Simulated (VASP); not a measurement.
Input of a VASP 6.6.1 run:

File INCAR:

```
PREC = Accurate
ENCUT = 1340
EDIFF = 1E-6
ISMEAR = 0
SIGMA = 0.01
LREAL = False
LASPH = True
NELM = 120
ALGO = Normal
ISIF = 2
LWAVE = False
LCHARG = False
GGA = PS
NBANDS = 28
GGA_COMPAT = False
```

The input KPOINTS:

```
Automatic mesh
0
Gamma
  2 2 2
```

Contents of POSCAR:

```
SnO
1.0
    3.3550000000      0.0000000000      0.0000000000
    0.0000000000      5.6741000000      0.0000000000
    0.0000000000      0.0000000000      4.2219700000
Sn O
2 2
Direct
    0.0000000000      0.2319100000      0.5131400000
    0.5000000000      0.7680900000      0.0131400000
    0.0000000000      0.8912500000      0.7368600000
    0.5000000000      0.1087500000      0.2368600000
```

Potentials or basis: VASP PAW PBE potentials, release 64 (Sn_d, O_h).

The run is started by

```console
$ cat potpaw_PBE.64/Sn_d/POTCAR potpaw_PBE.64/O_h/POTCAR > POTCAR
$ mpirun -np 1 vasp_std > vasp.out
```

(1) Predict the pressure.

(2) Estimate the band gap on the k mesh.

(3) What does it give for the largest force?

Results:

(1) -2.5 GPa.

(2) 1.84 eV (least direct gap 2.61 eV).

(3) 0.207 eV/Å.

Caveat: the k points lie up to 0.94 Å⁻¹ apart, too coarse for converged energies, forces and pressures; the PAW data sets were made with another functional, which shifts forces and pressure a little; spin-orbit coupling is left out, which moves the levels of the heavy elements.
